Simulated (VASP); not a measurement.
Wanted: the native input for a VASP 6.6.1 run.

```yaml
Task: single point
Functional: PBE
Potentials_or_basis: VASP PAW PBE potentials, release 64 (C)
Cutoff: 600 eV
k_mesh: 12 × 12 × 4
Occupations: gaussian, width 0.02 eV
Spin: no spin polarisation
Dipole_correction: no
Further_INCAR_settings: ALGO = Normal; EDIFF = 1e-06; NBANDS = 31
```

The structure of C lies in POSCAR:

```
C
1.0
    2.5196992928      0.0000000000      0.0000000000
   -1.2598496464      2.1821235974      0.0000000000
    0.0000000000      0.0000000000     10.3673533054
C
10
Direct
    0.3333333333      0.6666666667      0.1243600368
    0.3333333333      0.6666666667      0.5252274086
    0.6666666667      0.3333333333      0.7265926193
    0.0000000000      0.0000000000      0.9254239528
    0.6666666667      0.3333333333      0.3235374086
    0.3333333333      0.6666666667      0.6764625914
    0.0000000000      0.0000000000      0.0745760472
    0.6666666667      0.3333333333      0.8756399632
    0.3333333333      0.6666666667      0.2734073807
    0.6666666667      0.3333333333      0.4747725914
```

One way to write it, as run:

INCAR

```
PREC     = Accurate       # precision mode
ENCUT    = 600            # plane-wave cutoff, eV
EDIFF    = 1E-6           # SCF threshold, eV
ISMEAR   = 0              # smearing method
SIGMA    = 0.02           # smearing width, eV
LREAL    = F              # projectors in reciprocal space
LASPH    = T              # aspherical terms in the spheres
NELM     = 120            # most SCF steps
ALGO     = Normal         # electronic algorithm
ISIF     = 2              # what is computed and relaxed
LWAVE    = F              # write WAVECAR
LCHARG   = F              # write CHGCAR
GGA      = PE             # functional
NBANDS   = 31             # bands
GGA_COMPAT= F
```

KPOINTS

```
regular mesh
0
Gamma
  12 12 4
```

Potentials or basis: VASP PAW PBE potentials, release 64 (C).

The run is started by

```console
$ cat potpaw_PBE.64/C/POTCAR > POTCAR
$ mpirun -np 1 vasp_std > vasp.out
```

It gave:

- Pressure: 0.0 GPa
- Largest force: 0.007 eV/Å
- Band gap on the k mesh: 4.36 eV, indirect (least direct gap 5.30 eV)

Wall time 53 s on 1 thread of Intel(R) Xeon(R) 6975P-C (Granite Rapids), on a shared host, peak memory 0.23 GiB.
